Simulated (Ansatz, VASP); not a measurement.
Be8H in VASP and in Ansatz

```
CELL_PARAMETERS angstrom
4.67481 0.00000 0.00000
-2.33740 4.04850 0.00000
0.00000 0.00000 3.56136
ATOMIC_POSITIONS crystal
Be 0.17240 0.34480 0.24401
Be 0.17240 0.82760 0.24401
Be 0.66667 0.33333 0.25937
Be 0.65520 0.82760 0.24401
Be 0.34480 0.17240 0.75599
Be 0.33333 0.66667 0.74063
Be 0.82760 0.17240 0.75599
Be 0.82760 0.65520 0.75599
H 0.00000 0.00000 0.50000
```

Alike in both runs: functional PBE; k mesh 6 × 6 × 8; occupations gaussian, width 0.1 eV; no spin polarisation.

Ansatz relaxed the structure, and its values are those at the end. VASP's run is a single point on that final structure, the one shown.

```csv
,VASP,Ansatz
version,VASP 6.6.1,Ansatz 0.2.0
potentials or method,"VASP PAW PBE potentials, release 64 (Be, H), cutoff 520 eV","scalar-relativistic, plane waves, PAW"
valence electrons in the cell,17,17
```

Ansatz gave:

```
gap on the k mesh at the Fermi level (eV) : none
pressure (GPa)                            : 0.0
```

Task: Estimate VASP's values.

Result: gap on the k mesh at the Fermi level (eV): none; pressure (GPa): 0.1.

A gap of «none» marks a metal or a gap that the smearing closes.
